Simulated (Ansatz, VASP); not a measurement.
# Rb in VASP and in Ansatz

```
CELL_PARAMETERS angstrom
-2.80600 2.59555 2.59555
2.80600 -3.01645 3.01645
2.80600 3.01645 -3.01645
ATOMIC_POSITIONS crystal
Rb 0.00000 0.00000 0.00000
```

Change from the starting cell: strain -0.1500 x Voigt [0, 0, 0, 1, 0, 0], atoms carried along.

Alike in both runs: task single point; functional PBE; k mesh 12 × 12 × 12; occupations gaussian, width 0.15 eV; no spin polarisation.

|  | VASP | Ansatz |
| --- | --- | --- |
| version | VASP 6.6.1 | Ansatz 0.2.0 |
| potentials or method | VASP PAW PBE potentials, release 64 (Rb_sv), cutoff 520 eV | scalar-relativistic, plane waves, PAW |
| valence electrons in the cell | 9 | 9 |

|  | VASP | Ansatz | Ansatz less VASP |
| --- | --- | --- | --- |
| gap on the k mesh at the Fermi level (eV) | none | none | - |
| pressure (GPa) | 0.1 | 0.1 | 0.00 |
| traceless stress, the component that is largest in VASP (GPa) | 0.30 | 0.30 | 0.000 |

A gap of «none» marks a metal or a gap that the smearing closes. With one functional, cell and mesh, what is left measures potentials, basis and numerics.
